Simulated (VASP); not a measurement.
Set up this calculation in VASP 6.6.1, as the native input.

| Property | Result |
| --- | --- |
| Task | single point |
| Functional | PBE |
| Potentials or basis | VASP PAW PBE potentials, release 64 (Na_pv, Al) |
| Cutoff | 520 eV |
| k mesh | 7 × 7 × 7 |
| Occupations | fermi-dirac, width 0.1 eV |
| Spin | no spin polarisation |
| Dipole correction | no |
| Further INCAR settings | ALGO = Normal; EDIFF = 1e-07; NBANDS = 20 |

The structure of Na3Al lies in POSCAR:

```
Na3Al
1.0
    0.0000000000      3.8330040000      3.8330040000
    3.8330040000      0.0000000000      3.8330040000
    3.8330040000      3.8330040000      0.0000000000
Na Al
3 1
Direct
    0.2500000000      0.2500000000      0.2500000000
    0.7500000000      0.7500000000      0.7500000000
    0.5000000000      0.5000000000      0.5000000000
    0.0000000000      0.0000000000      0.0000000000
```

The input as run:

INCAR

```
SYSTEM = Na3Al
ALGO     = Normal         ! electronic algorithm
EDIFF    = 1E-7           ! SCF threshold, eV
ENCUT    = 520            ! plane-wave cutoff, eV
GGA      = PE             ! functional
ISIF     = 2              ! what is computed and relaxed
ISMEAR   = -1             ! smearing method
LASPH    = .TRUE.         ! aspherical terms in the spheres
LCHARG   = .FALSE.        ! write CHGCAR
LREAL    = .FALSE.        ! projectors in reciprocal space
LWAVE    = .FALSE.        ! write WAVECAR
NBANDS   = 20             ! bands
NELM     = 80             ! most SCF steps
PREC     = Accurate       ! precision mode
SIGMA    = 0.1            ! smearing width, eV
```

KPOINTS

```
k-points
0
G
  7 7 7
  0 0 0
```

Potentials or basis: VASP PAW PBE potentials, release 64 (Na_pv, Al).

Command:

```bash
$ cat potpaw_PBE.64/Na_pv/POTCAR potpaw_PBE.64/Al/POTCAR > POTCAR
$ mpirun -np 1 vasp_std > vasp.out
```

It gave:

The pressure is 0.1 GPa and the band gap on the k mesh is zero (bands 12 and 13 overlap by 1.68 eV).

Run time: 18 s on 1 thread of Intel(R) Xeon(R) 6975P-C (Granite Rapids), with other jobs on the host, peak memory 0.24 GiB.
